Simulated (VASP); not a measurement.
W:

```
W
1.0
    -1.58000    1.58000    1.58000
     1.58000   -1.58000    1.58000
     1.58000    1.58000   -1.58000
W
1
Direct
  0.00000 0.00000 0.00000
```

```yaml
Program: VASP 6.6.1
Task: relaxation of cell and atoms
Functional: revPBE
Potentials_or_basis: VASP PAW PBE potentials, release 64 (W_sv)
Cutoff: 500 eV
k_mesh: 10 × 10 × 10
Occupations: fermi-dirac, width 0.05 eV
Spin: no spin polarisation
```

At the start: pressure 10.7 GPa; volume 15.78 Å³/atom.

Task: Where does the relaxation end?

Result: Over 4 steps the energy falls by 17.1 meV/atom and the volume is 16.31 Å³/atom (+3.4 %); space group Im-3m (No. 229, to 0.1 Å) before and after.

Step by step:
```
step  energy change (eV)  largest force (eV/Å)  pressure (GPa)  volume (Å³)
   1              0.0000                0.0000           10.66        15.78
   2              0.1680                0.0000          -26.85        18.30
   3             -0.0170                0.0000           -0.50        16.33
   4             -0.0171                0.0000           -0.03        16.31
```

Final structure:
```
CELL_PARAMETERS angstrom
-1.59754 1.59754 1.59754
1.59754 -1.59754 1.59754
1.59754 1.59754 -1.59754
ATOMIC_POSITIONS crystal
W 0.00000 0.00000 0.00000
```

Caveat: the PAW data sets were made with another functional, which shifts forces and pressure a little.
